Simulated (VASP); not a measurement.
The system is BiTe4.

```
Bi Te
1.0
    -2.75754    2.75754    5.21381
     2.75754   -2.75754    5.21381
     2.75754    2.75754   -5.21381
Bi Te
1 4
Direct
  0.00000 0.00000 0.00000
  0.24500 0.24500 0.00000
  0.75500 0.75500 0.00000
  0.50000 0.00000 0.50000
  0.00000 0.50000 0.50000
```

The cell was generated, and may not be a known phase.

```yaml
Program: VASP 6.6.1
Task: relaxation of cell and atoms
Functional: PBE
Potentials_or_basis: VASP PAW PBE potentials, release 64 (Bi_d, Te)
Cutoff: 600 eV
k_mesh: 4 × 4 × 4
Occupations: gaussian, width 0.1 eV
Spin: no spin polarisation
```

At the start: pressure 14.6 GPa; volume 31.72 Å³/atom.

Q: Where does the relaxation end?

A: Over 24 steps the energy falls by 828.6 meV/atom and the volume is 35.24 Å³/atom (+11.1 %); space group I4/mmm (No. 139, to 0.1 Å) before and after.

The path:
```
step  energy change (eV)  largest force (eV/Å)  pressure (GPa)  volume (Å³)
   1              0.0000                4.6993           14.56       158.58
   2             -1.5972                0.0605           -3.64       234.07
   3             -2.1184                0.7466           -0.60       200.57
   4             -2.1192                0.7799           -0.53       199.67
   5             -2.1180                0.8476           -0.19       198.01
   6             -2.2694                1.0350           -0.39       197.29
   7             -2.6235                1.8212           -0.47       194.18
   8             -2.0693                4.0519            2.74       183.46
   9             -2.5727                2.5681            0.25       191.26
  10             -2.6142                2.5419            0.15       191.15
  11             -2.7299                2.4509           -0.13       190.81
  12             -2.9245                2.2886           -0.60       190.00
  13             -3.1938                2.1595           -0.81       187.85
  14             -1.5219                5.3206            4.84       181.43
  15             -3.0232                2.4548           -0.38       187.56
  16             -2.9706                1.2665            0.04       184.82
  17             -3.0442                2.1470           -0.22       186.36
  18             -3.4266                1.2606           -0.88       185.71
  19             -3.7896                0.8065           -0.84       184.04
  20             -3.9863                0.4156           -0.92       182.18
  21             -4.1386                0.0436           -0.55       178.58
  22             -4.1395                0.0684           -0.50       178.29
  23             -4.1426                0.0361           -0.16       176.86
  24             -4.1430                0.0214           -0.03       176.22
```

Final structure:
```
Bi Te
1.0
    -3.06392    3.06392    4.69292
     3.06392   -3.06392    4.69292
     3.06392    3.06392   -4.69292
Bi Te
1 4
Direct
  0.00000 0.00000 0.00000
  0.33804 0.33804 0.00000
  0.66196 0.66196 0.00000
  0.50000 0.00000 0.50000
  0.00000 0.50000 0.50000
```

Caveat: an odd number of electrons without spin polarisation forces a metal; a magnetic or distorted state may lie lower.
